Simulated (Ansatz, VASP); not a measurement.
## Two plane-wave programs on InO

INCAR

```
SYSTEM = InO
  PREC = Accurate
  ENCUT = 520
  EDIFF = 1E-6
  ISMEAR = 0
  SIGMA = 0.03
  LREAL = .FALSE.
  LASPH = .TRUE.
  NELM = 100
  ALGO = Normal
  ISIF = 2
  LWAVE = .FALSE.
  LCHARG = .FALSE.
  GGA = PS
  IVDW = 12
  NBANDS = 27
```

The input KPOINTS:

```
Automatic mesh
0
G
  12 12 4
  0 0 0
```

Contents of POSCAR:

```
InO
1.0
    3.3456169015      0.0000000000      0.0000000000
   -1.6728084508      2.8973892280      0.0000000000
    0.0000000000      0.0000000000     16.9186732734
In O
2 2
Direct
    0.6666666667      0.3333333333      0.5900210000
    0.6666666667      0.3333333333      0.4099790000
    0.0000000000      0.0000000000      0.6398670000
    0.0000000000      0.0000000000      0.3601330000
```

Input for Ansatz:

```yaml
crystal:
  lattice:
    - [3.3456169015, 0.0, 0.0]
    - [-1.6728084508, 2.897389228, 0.0]
    - [0.0, 0.0, 16.9186732734]
  atoms:
    - { symbol: In, position: [0.6666666667, 0.3333333333, 0.590021] }
    - { symbol: In, position: [0.6666666667, 0.3333333333, 0.409979] }
    - { symbol: O, position: [0.0, 0.0, 0.639867] }
    - { symbol: O, position: [0.0, 0.0, 0.360133] }
basis:
  ecutwfc: 420
kpoints:
  mp_grid: { grid: [12, 12, 4] }
hamiltonian:
  xc: pbesol
  dispersion: d3bj
scf:
  occupations: { method: gaussian, width: 0.03 }
output:
  forces: true
  stress: true
  eigenvalues: true
```

Alike in both runs: task single point; functional PBEsol; dispersion D3(BJ); k mesh 12 × 12 × 4; occupations gaussian, width 0.03 eV; no spin polarisation.

|  | VASP | Ansatz |
| --- | --- | --- |
| version | VASP 6.6.1 | Ansatz 0.2.0 |
| potentials or method | VASP PAW PBE potentials, release 64 (In_d, O), cutoff 520 eV | scalar-relativistic, plane waves, PAW |
| valence electrons in the cell | 38 | 38 |

```tsv
	VASP	Ansatz	Ansatz less VASP
gap on the k mesh at the Fermi level (eV)	none	none	-
rms of the force components (eV/Å)	0.299	0.290	-0.0097
```

VASP's potentials were made for PBE, not for PBEsol. Atom by atom the forces differ by 0.021 eV/Å (rms over components). A gap of «none» marks a metal or a gap that the smearing closes.
